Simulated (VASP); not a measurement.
Here is a VASP 6.6.1 calculation.

INCAR

```
SYSTEM = SrO
ALGO     = Normal         ! electronic algorithm
EDIFF    = 1E-7           ! SCF threshold, eV
ENCUT    = 520            ! plane-wave cutoff, eV
ISIF     = 2              ! what is computed and relaxed
ISMEAR   = -1             ! smearing method
LASPH    = .True.         ! aspherical terms in the spheres
LCHARG   = .False.        ! write CHGCAR
LREAL    = .False.        ! projectors in reciprocal space
LWAVE    = .False.        ! write WAVECAR
NBANDS   = 15             ! bands
NELM     = 60             ! most SCF steps
PREC     = Accurate       ! precision mode
SIGMA    = 0.02           ! smearing width, eV
```

KPOINTS

```
k-points
0
Gamma
  8 8 8
  0 0 0
```

File POSCAR:

```
SrO
1.0
    0.0770940000      2.6083470000      2.6083470000
    2.6083470000      0.0770940000      2.6083470000
    2.6083470000      2.6083470000      0.0770940000
Sr O
1 1
Direct
    0.0000000000      0.0000000000      0.0000000000
    0.5000000000      0.5000000000      0.5000000000
```

Potentials or basis: VASP PAW LDA potentials, release 64 (Sr_sv, O).

Launch:

```console
$ cat potpaw_LDA.64/Sr_sv/POTCAR potpaw_LDA.64/O/POTCAR > POTCAR
$ mpirun -np 1 vasp_std > vasp.out
```

Task: Predict the pressure.

Result: -3.5 GPa.

Task: Predict the band gap on the k mesh.

Result: 3.05 eV, indirect (least direct gap 3.13 eV).

Stress tensor (GPa, compression positive):
```
-3.52 -1.82 -1.82
-1.82 -3.52 -1.82
-1.82 -1.82 -3.52
```

Caveat: the cell differs from its parent crystal (equal xy, yz and zx shear strains of +3 %). A k mesh can miss the band edges.
